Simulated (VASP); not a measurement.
Here is a VASP 6.6.1 calculation.

Contents of INCAR:

```
PREC     = Accurate       # precision mode
ENCUT    = 520            # plane-wave cutoff, eV
EDIFF    = 1E-7           # SCF threshold, eV
ISMEAR   = 0              # smearing method
SIGMA    = 0.05           # smearing width, eV
LREAL    = F              # projectors in reciprocal space
LASPH    = T              # aspherical terms in the spheres
NELM     = 60             # most SCF steps
ALGO     = Normal         # electronic algorithm
ISIF     = 2              # what is computed and relaxed
LWAVE    = F              # write WAVECAR
LCHARG   = F              # write CHGCAR
GGA      = PE             # functional
NBANDS   = 27             # bands
```

Contents of KPOINTS:

```
regular mesh
0
Gamma
  8 8 8
```

POSCAR

```
KTaO3
1.0
    3.9998015887     -0.2105158731     -0.2105158731
   -0.2105158731      3.9998015887     -0.2105158731
   -0.2105158731     -0.2105158731      3.9998015887
K Ta O
1 1 3
Direct
    0.5000000000      0.5000000000      0.5000000000
    0.0000000000      0.0000000000      0.0000000000
    0.5000000000      0.0000000000      0.0000000000
    0.0000000000      0.5000000000      0.0000000000
    0.0000000000      0.0000000000      0.5000000000
```

Potentials or basis: VASP PAW PBE potentials, release 64 (K_sv, Ta_pv, O).

Launch:

```sh
$ cat potpaw_PBE.64/K_sv/POTCAR potpaw_PBE.64/Ta_pv/POTCAR potpaw_PBE.64/O/POTCAR > POTCAR
$ mpirun -np 1 vasp_std > vasp.out
```

Predict the band gap on the k mesh.

1.44 eV, indirect (least direct gap 1.84 eV).

What does it give for the pressure?

5.7 GPa.

Stress tensor (GPa, compression positive):
```
 5.69 10.86 10.86
10.86  5.69 10.86
10.86 10.86  5.69
```

Caveat: spin-orbit coupling is left out, which moves the levels of the heavy elements. A k mesh can miss the band edges.
